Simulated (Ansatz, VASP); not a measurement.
# Two plane-wave programs on Si2Ni

```
CELL_PARAMETERS angstrom
0.00000 2.72343 2.72343
2.72343 0.00000 2.72343
2.72343 2.72343 0.00000
ATOMIC_POSITIONS crystal
Si 0.25000 0.25000 0.25000
Si 0.75000 0.75000 0.75000
Ni 0.00000 0.00000 0.00000
```

Alike in both runs: task relaxation of cell and atoms; functional LDA; k mesh 14 × 14 × 14; occupations gaussian, width 0.1 eV; no spin polarisation.

```csv
,VASP,Ansatz
version,VASP 6.6.1,Ansatz 0.2.0
potentials or method,"VASP PAW LDA potentials, release 64 (Si, Ni), cutoff 600 eV","scalar-relativistic, plane waves, PAW"
valence electrons in the cell,18,26
```

|  | VASP | Ansatz | Ansatz less VASP |
| --- | --- | --- | --- |
| gap on the k mesh at the Fermi level, each at its own relaxed structure (eV) | none | none | - |
| relaxed volume (Å³/atom) | 12.79 | 12.77 | -0.018 |
| relaxed length of the cell vector where the two differ most in proportion (Å) | 3.786 | 3.784 | -0.0018 |

LDA's correlation is that of Perdew and Zunger in VASP and of Perdew and Wang (1992) in Ansatz. A gap of «none» marks a metal or a gap that the smearing closes. VASP's potentials hold 18 valence electrons a cell and Ansatz's 26, so a difference there can come from the potentials and not from the codes.
